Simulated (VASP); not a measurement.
A run of VASP 6.6.1 is set up as follows.

File INCAR:

```
  PREC = Accurate
  ENCUT = 400
  EDIFF = 1E-6
  ISMEAR = -1
  SIGMA = 0.2309
  LREAL = Auto
  LASPH = T
  NELM = 120
  ALGO = Normal
  ISIF = 2
  LWAVE = F
  LCHARG = F
  GGA = PE
  ISYM = -1
  NBANDS = 103
  GGA_COMPAT = F
```

The input KPOINTS:

```
explicit points
1
Reciprocal
  0.25000000   0.25000000   0.25000000 1
```

POSCAR

```
Ti9Ni7
1.0
    6.1173580000      0.0376560000      0.0215690000
    0.0376560000      6.2512350000      0.3066880000
    0.0215690000      0.3066880000      6.5379140000
Ti Ni
9 7
Direct
    0.7254832265      0.3622532958      0.3279414984
    0.4708066902      0.5231176607      0.5538230178
    0.1671509087     -0.0564502813      0.5991813820
    0.7522538788      0.9200702356      0.3043512251
    0.3123655926      0.2598092589      0.9314509497
    0.6155719505      0.0091186819      0.6777148091
    0.4771600475      0.6865130442      0.9002657151
    0.9071356010      0.5297470249      0.7539348081
    0.0588930819      0.8685876203      0.9846260344
    0.0627542240      0.1727306233      0.2329083932
    0.4306544882      0.1597787267      0.3744584274
   -0.0128613907      0.6139472744      0.3747476864
    0.3451520398      0.8451686846      0.2534070228
    0.0800179646      0.2703854551      0.6105906438
    0.2753155199      0.4905469654      0.1914954605
    0.7208887386      0.1554878562      0.0136982363
```

Potentials or basis: VASP PAW PBE potentials, release 64 (Ti_sv, Ni).

Command:

```sh
$ cat potpaw_PBE.64/Ti_sv/POTCAR potpaw_PBE.64/Ni/POTCAR > POTCAR
$ mpirun -np 1 vasp_std > vasp.out
```

(1) Estimate the pressure.

(2) Estimate the largest force.

Answers

(1) 0.4 GPa.

(2) 3.125 eV/Å.

Caveat: the atoms stand as in a frame of molecular dynamics.
